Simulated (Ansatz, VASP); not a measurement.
Two plane-wave programs on LiMg12

```
Mg Li
1.0
     6.42000    0.00000    0.00000
    -4.81500    8.33982    0.00000
     0.00000    0.00000    5.21304
Mg Li
12 1
Direct
  0.96764 0.96851 0.99393
  0.18344 0.23731 0.57992
  0.00426 0.33487 0.03203
  0.16852 0.55897 0.48456
  0.10160 0.70850 0.99336
  0.18234 0.90942 0.49049
  0.53431 0.01422 0.98182
  0.68678 0.21722 0.50479
  0.40941 0.26453 0.10047
  0.69669 0.58244 0.38445
  0.51045 0.64173 0.92266
  0.65526 0.88604 0.47608
  0.73532 0.45649 0.80977
```

Alike in both runs: functional PBE; k mesh 4 × 3 × 4; occupations gaussian, width 0.05 eV; no spin polarisation.

Ansatz relaxed the structure, and its values are those at the end. VASP's run is a single point on that final structure, the one shown.

```csv
,VASP,Ansatz
version,VASP 6.6.1,Ansatz 0.2.0
potentials or method,"VASP PAW PBE potentials, release 64 (Mg, Li_sv), cutoff 520 eV","scalar-relativistic, plane waves, PAW"
valence electrons in the cell,27,123
```

|  | VASP | Ansatz | Ansatz less VASP |
| --- | --- | --- | --- |
| rms of the force components (eV/Å) | 0.005 | 0.005 | -0.0005 |

The functional is the same, so the differences come from potentials, cutoffs and numerics. VASP's potentials hold 27 valence electrons a cell and Ansatz's 123, so a difference there can come from the potentials and not from the codes.

Noted on VASP's run: the cutoff is short for stress, so the pressure is rough.
